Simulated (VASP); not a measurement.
# PbC (Pm-3m) in VASP: notebook, part 2 of 2

VASP 6.6.1. The steps go on from the part before.

## 3. Single point, PBEsol

This run uses another cell than the first one, of 16.46 Å³/atom, 1.051 times its volume.

The input, INCAR:

```
SYSTEM = PbC
PREC     = Accurate       ! precision mode
ENCUT    = 600            ! plane-wave cutoff, eV
EDIFF    = 1E-6           ! SCF threshold, eV
ISMEAR   = 0              ! smearing method
SIGMA    = 0.05           ! smearing width, eV
LREAL    = .False.        ! projectors in reciprocal space
LASPH    = .True.         ! aspherical terms in the spheres
NELM     = 120            ! most SCF steps
ALGO     = Normal         ! electronic algorithm
ISIF     = 2              ! what is computed and relaxed
LWAVE    = .False.        ! write WAVECAR
LCHARG   = .False.        ! write CHGCAR
GGA      = PS             ! functional
NBANDS   = 16             ! bands
GGA_COMPAT= .False.
```

The input, KPOINTS:

```
regular mesh
0
Gamma
  6 6 6
  0 0 0
```

The input, POSCAR:

```
PbC
1.0
    3.2052602490      0.0000000000      0.0000000000
    0.0000000000      3.2052602490      0.0000000000
    0.0000000000      0.0000000000      3.2052602490
C Pb
1 1
Direct
    0.0000000000      0.0000000000      0.0000000000
    0.5000000000      0.5000000000      0.5000000000
```

Potentials or basis: VASP PAW PBE potentials, release 64 (C, Pb_d).

The run is started by

```bash
$ cat potpaw_PBE.64/C/POTCAR potpaw_PBE.64/Pb_d/POTCAR > POTCAR
$ mpirun -np 1 vasp_std > vasp.out
```

OUTCAR:

```text
SYSTEM = PbC
   PREC = Accurate
   ENCUT = 600
   EDIFF = 1E-6
   ISMEAR = 0
   LREAL = .False.
   LASPH = .True.
   NELM = 120
   ISIF = 2
   GGA = PS

 ion  position               nearest neighbor table
   1  0.000  0.000  0.000-   2 2.78   2 2.78   2 2.78   2 2.78   2 2.78   2 2.78   2 2.78   2 2.78

   2  0.500  0.500  0.500-   1 2.78   1 2.78   1 2.78   1 2.78   1 2.78   1 2.78   1 2.78   1 2.78

  LATTYP: Found a simple cubic cell.
 ALAT       =     3.2052602490

  Lattice vectors:

 A1 = (   3.2052602490,   0.0000000000,   0.0000000000)
 A2 = (   0.0000000000,   3.2052602490,   0.0000000000)
 A3 = (   0.0000000000,   0.0000000000,   3.2052602490)

Analysis of symmetry for initial positions (statically):
=====================================================================
 Subroutine PRICEL returns:
 Original cell was already a primitive cell.

 Routine SETGRP: Setting up the symmetry group for a
 simple cubic supercell.

 Subroutine GETGRP returns: Found 48 space group operations
 (whereof 48 operations were pure point group operations)
 out of a pool of 48 trial point group operations.

The static configuration has the point symmetry O_h .

Analysis of symmetry for dynamics (positions and initial velocities):
=====================================================================
 Subroutine PRICEL returns:
 Original cell was already a primitive cell.

 Routine SETGRP: Setting up the symmetry group for a
 simple cubic supercell.

 Subroutine GETGRP returns: Found 48 space group operations
 (whereof 48 operations were pure point group operations)
 out of a pool of 48 trial point group operations.

The dynamic configuration has the point symmetry O_h .

 Subroutine INISYM returns: Found 48 space group operations
 (whereof 48 operations are pure point group operations),
 and found     1 'primitive' translations

----------------------------------------------------------------------------------------
[... 107 lines left out ...]
     AMIX     =   0.40;   BMIX     =  1.00
     AMIX_MAG =   1.60;   BMIX_MAG =  1.00
  volume/ion in A,a.u.               =      16.46       111.11
  Fermi-wavevector in a.u.,A,eV,Ry     =   1.338553  2.529499 24.377901  1.791725
  Thomas-Fermi vector in A             =   2.467015
   LORBIT       =      0    0 simple, 1 ext, 2 COOP (PROOUT), +10 PAW based schemes
   GGA     = PS    functional components
   LHFCALC =     F    Hartree Fock is set to
   AEXX    =    0.0000 exact exchange contribution
   IVDW    =     0    specifies the selected vdW correction
   LEPSILON=     F    determine dielectric tensor
   LRPA    =     F    only Hartree local field effects (RPA)
 non-spin polarized calculation
 Gauss-broadening in eV      SIGMA  =   0.05
  energy-cutoff  :      600.00
  volume of cell :       32.93
 maximum number of plane-waves:      1120
 NGX is ok and might be reduce to    28
   NGX = 13   NGY = 13   NGZ = 13

 number of electron      18.0000004 magnetization

 Free energy of the ion-electron system (eV)
  ---------------------------------------------------
  ext. energy  EPLUGINS =         0.00000000
  ---------------------------------------------------
  free energy    TOTEN  =        -9.13258835 eV

  energy without entropy =       -9.13002019  energy(sigma->0) =       -9.13130427

 E-fermi :   8.0643     XC(G=0): -11.5992

 val. band max:        7.8952016303   @ k =   0.1667   0.1667   0.0000
 cond. band min:       8.0986361866   @ k =   0.5000   0.3333   0.1667
 fundamental gap:      0.2034345563
 Fermi energy:         8.0643204861

 k-point     1 :       0.0000    0.0000    0.0000
  band No.  band energies     occupation
      1      -8.9713      2.00000
      2      -8.9713      2.00000
      3      -8.3162      2.00000
      4      -8.3162      2.00000
      5      -8.3162      2.00000
      6      -5.8154      2.00000
[... 357 lines left out ...]
      3      -8.7638      2.00000
      4      -8.1214      2.00000
      5      -8.1214      2.00000
      6       0.0946      2.00000
[... 8 lines left out ...]
     15      23.4913      0.00000
     16      23.4913      0.00000

------------------------ aborting loop because EDIFF is reached ----------------------------------------

  FORCE on cell =-STRESS in cart. coord.  units (eV):
  Direction    XX          YY          ZZ          XY          YZ          ZX
  --------------------------------------------------------------------------------------
  -------------------------------------------------------------------------------------
  Total        0.1172546      0.1172546      0.1172546      0.0000000      0.0000000     -0.0000000
  in kB        5.7049315      5.7049315      5.7049315      0.0000000      0.0000000     -0.0000000
  external PRESSURE =       5.7049315 kB  Pullay stress =       0.0000000 kB

 VOLUME and BASIS-vectors are now :
 -----------------------------------------------------------------------------
  energy-cutoff  :      600.00
  volume of cell :       32.93
      direct lattice vectors                 reciprocal lattice vectors
     3.205260249  0.000000000  0.000000000     0.311987147  0.000000000  0.000000000
     0.000000000  3.205260249  0.000000000     0.000000000  0.311987147  0.000000000
     0.000000000  0.000000000  3.205260249     0.000000000  0.000000000  0.311987147

 POSITION                                       TOTAL-FORCE (eV/Angst)
 -----------------------------------------------------------------------------------
      0.00000      0.00000      0.00000         0.000000      0.000000      0.000000
      1.60263      1.60263      1.60263         0.000000      0.000000      0.000000
 -----------------------------------------------------------------------------------
    total drift:                                0.000000      0.000000      0.000000

  FREE ENERGIE OF THE ION-ELECTRON SYSTEM (eV)
  ---------------------------------------------------
  free  energy   TOTEN  =        -9.1325883520 eV

  energy  without entropy=       -9.1300201920  energy(sigma->0) =       -9.13130427
```

OSZICAR:

```text
N       E                     dE             d eps       ncg     rms          rms(c)
DAV:   1     0.127786714366E+03    0.12779E+03   -0.10182E+04   648   0.153E+03
DAV:   2    -0.266392815173E+01   -0.13045E+03   -0.12492E+03   728   0.333E+02
DAV:   3    -0.938433108216E+01   -0.67204E+01   -0.66008E+01   808   0.747E+01
DAV:   4    -0.951682668488E+01   -0.13250E+00   -0.13231E+00   744   0.112E+01
DAV:   5    -0.952142685113E+01   -0.46002E-02   -0.46001E-02   896   0.193E+00    0.258E+00
DAV:   6    -0.914392882849E+01    0.37750E+00   -0.10055E+00   960   0.105E+01    0.848E-01
DAV:   7    -0.913897843804E+01    0.49504E-02   -0.60882E-02   728   0.145E+00    0.567E-01
DAV:   8    -0.913325074422E+01    0.57277E-02   -0.14403E-02   768   0.816E-01    0.192E-01
DAV:   9    -0.913258101558E+01    0.66973E-03   -0.20971E-03   864   0.243E-01    0.416E-02
DAV:  10    -0.913258883725E+01   -0.78217E-05   -0.11163E-04   800   0.112E-01    0.143E-02
DAV:  11    -0.913258835198E+01    0.48527E-06   -0.14678E-06   744   0.118E-02
   1 F= -.91325884E+01 E0= -.91313043E+01  d E =-.256816E-02
```

Run time: 25 s. Hardware: 1 thread of AMD EPYC 7R13, shared host; peak memory 0.13 GiB.

Results:

| Quantity | Value |
| --- | --- |
| Free energy | -9.1326 eV |
| Pressure | 0.6 GPa |
| Band gap on the k mesh | zero (band 9 reaches 8.94 eV, above the bottom of band 10 at 6.58 eV) |

Caveat: the PAW data sets were made with another functional, which shifts forces and pressure a little; spin-orbit coupling is left out, which moves the levels of the heavy elements.
